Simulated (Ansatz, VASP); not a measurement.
This is a calculation of Bi for Ansatz 0.2.0.

Contents of input.yaml:

```yaml
crystal:
  lattice:
    - [-2.020291977, 2.020291977, 2.020291977]
    - [2.020291977, -2.020291977, 2.020291977]
    - [2.020291977, 2.020291977, -2.020291977]
  atoms:
    - { symbol: Bi, position: [0.0, 0.0, 0.0] }
hamiltonian:
  xc: { exchange: b88, correlation: pbe }
  pseudopotentials: { kind: paw }
kpoints:
  mp_grid: { grid: [9, 9, 9] }
scf:
  occupations: { method: fermi_dirac, width: 0.05 }
output:
  forces: true
  stress: true
  eigenvalues: true
```

Potentials or basis: Ansatz PAW.

Command:

```console
$ ansatz run input.yaml --threads 2 --pin off --max-ram 5120MiB --backend cpu --events-out ev --progress --plain --runs-dir out
```

Task: Translate it to VASP 6.6.1. Potentials there: VASP PAW PBE potentials, release 64 (Bi_d).

Result: As run (the cutoff follows the program's own potentials):

File INCAR:

```
SYSTEM = Bi
PREC = Accurate
ENCUT = 500
EDIFF = 1E-6
ISMEAR = -1
SIGMA = 0.05
LREAL = .FALSE.
LASPH = .TRUE.
NELM = 120
ALGO = Normal
ISIF = 2
LWAVE = .FALSE.
LCHARG = .TRUE.
GGA = LIBXC
LIBXC1 = GGA_X_B88
LIBXC2 = GGA_C_PBE
LELF = .TRUE.
LVHAR = .TRUE.
NBANDS = 14
GGA_COMPAT = .FALSE.
```

KPOINTS

```
Automatic mesh
0
G
  9 9 9
  0 0 0
```

File POSCAR:

```
Bi
1.0
   -2.0202919770      2.0202919770      2.0202919770
    2.0202919770     -2.0202919770      2.0202919770
    2.0202919770      2.0202919770     -2.0202919770
Bi
1
Direct
    0.0000000000      0.0000000000      0.0000000000
```

Potentials or basis: VASP PAW PBE potentials, release 64 (Bi_d).

The run is started by

```console
$ cat potpaw_PBE.64/Bi_d/POTCAR > POTCAR
$ mpirun -np 1 vasp_std > vasp.out
```

Both were run:

|  | VASP | Ansatz | Ansatz less VASP |
| --- | --- | --- | --- |
| gap on the k mesh at the Fermi level (eV) | none | none | - |
| pressure (GPa) | -2.2 | -2.2 | +0.05 |

VASP's potentials were made for PBE, not for b88 exchange, pbe correlation. A gap of «none» marks a metal or a gap that the smearing closes. The functional is the same, so the differences come from potentials, cutoffs and numerics.

Spin-orbit coupling is off throughout.
